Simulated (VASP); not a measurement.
A run of VASP 6.6.1 is set up as follows.

POSCAR

```
CdS
1.0
    6.7738172281      0.0000000000      0.0000000000
    0.0000000000      6.7738172281      0.0000000000
    0.0000000000      0.0000000000      6.7738172281
Cd S
8 8
Direct
   -0.0059822990     -0.0052643877     -0.0177496670
    0.0144944862     -0.0099016548      0.5051191794
   -0.0097845864      0.5041029135      0.0075066980
   -0.0013473939      0.4881609421      0.4972769247
    0.4957953377      0.0080608907      0.0085247355
    0.4918845442      0.0074866207      0.5033573959
    0.5001466508      0.5032462325      0.0221302103
    0.5115146871      0.5107238479      0.4865008737
    0.2625763200      0.2598834513      0.2241743391
    0.2406973712      0.2334161001      0.7555902127
    0.2729409339      0.7663485484      0.2674376853
    0.2357692784      0.7064654742      0.7602215747
    0.7773921000      0.2146811688      0.2517900827
    0.7497923001      0.2801255092      0.7444549846
    0.7484289625      0.7216932249      0.2247549570
    0.7238981855      0.7941913428      0.7271639954
```

File INCAR.step1:

```
SYSTEM = CdS
PREC = Accurate
ENCUT = 520
ISMEAR = -1
SIGMA = 0.052
LREAL = Auto
LASPH = .True.
NELM = 80
NBANDS = 86
GGA = PE
ALGO = Normal
EDIFF = 1E-4
LWAVE = .True.
LCHARG = .False.
```

INCAR.step2

```
SYSTEM = CdS
PREC = Accurate
ENCUT = 520
EDIFF = 1E-7
ISMEAR = -1
SIGMA = 0.052
LREAL = Auto
LASPH = .True.
NELM = 80
ALGO = Normal
ISIF = 2
LWAVE = .False.
LCHARG = .False.
METAGGA = R2SCAN
LMIXTAU = .True.
NBANDS = 86
ISTART = 1
```

File KPOINTS:

```
regular mesh
0
Gamma
  2 2 2
  0 0 0
```

Potentials or basis: VASP PAW PBE potentials, release 64 (Cd, S).

Command:

```console
$ cat potpaw_PBE.64/Cd/POTCAR potpaw_PBE.64/S/POTCAR > POTCAR
$ cp INCAR.step1 INCAR
$ mpirun -np 1 vasp_std > vasp.out
$ cp INCAR.step2 INCAR
$ mpirun -np 1 vasp_std > vasp.out
```

Question: Estimate the pressure.

Answer: 1.2 GPa.

Question: Estimate the band gap on the k mesh.

Answer: 0.16 eV (least direct gap 0.19 eV).

Question: What does it give for the largest force?

Answer: 2.193 eV/Å.

Stress tensor (GPa, compression positive):
```
-0.35  0.11 -0.13
 0.11  4.42  0.03
-0.13  0.03 -0.43
```

Caveat: the k points lie up to 0.46 Å⁻¹ apart; the PAW data sets were made with another functional, which shifts forces and pressure a little. A k mesh can miss the band edges.
